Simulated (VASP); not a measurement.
A run of VASP 6.6.1 is set up as follows.

INCAR

```
SYSTEM = Ge
PREC = Accurate
ENCUT = 520
EDIFF = 1E-6
ISMEAR = 0
SIGMA = 0.15
LREAL = .False.
LASPH = .True.
NELM = 60
ALGO = Normal
ISIF = 2
LWAVE = .False.
LCHARG = .False.
GGA = PS
NBANDS = 21
```

File KPOINTS:

```
Automatic mesh
0
Gamma
  18 18 18
  0 0 0
```

POSCAR

```
Ge
1.0
    0.0000000000      2.7953125156      2.7953125156
    2.7953125156      0.0000000000      2.7953125156
    2.7953125156      2.7953125156      0.0000000000
Ge
2
Direct
    0.5000000000      0.5000000000      0.5000000000
    0.7500000000      0.7500000000      0.7500000000
```

Potentials or basis: VASP PAW PBE potentials, release 64 (Ge_d).

Command:

```bash
$ cat potpaw_PBE.64/Ge_d/POTCAR > POTCAR
$ mpirun -np 1 vasp_std > vasp.out
```

Problem. Predict the band gap on the k mesh.

Solution. 0.23 eV (least direct gap 0.32 eV).

Problem. Predict the pressure.

Solution. 3.3 GPa.

Caveat: the cell differs from its parent crystal (strain -0.015 along x and y, -0.015 along z); the cell stands under pressure; semilocal functionals underestimate gaps, and a narrow one can read as zero; the PAW data sets were made with another functional, which shifts forces and pressure a little. A k mesh can miss the band edges.
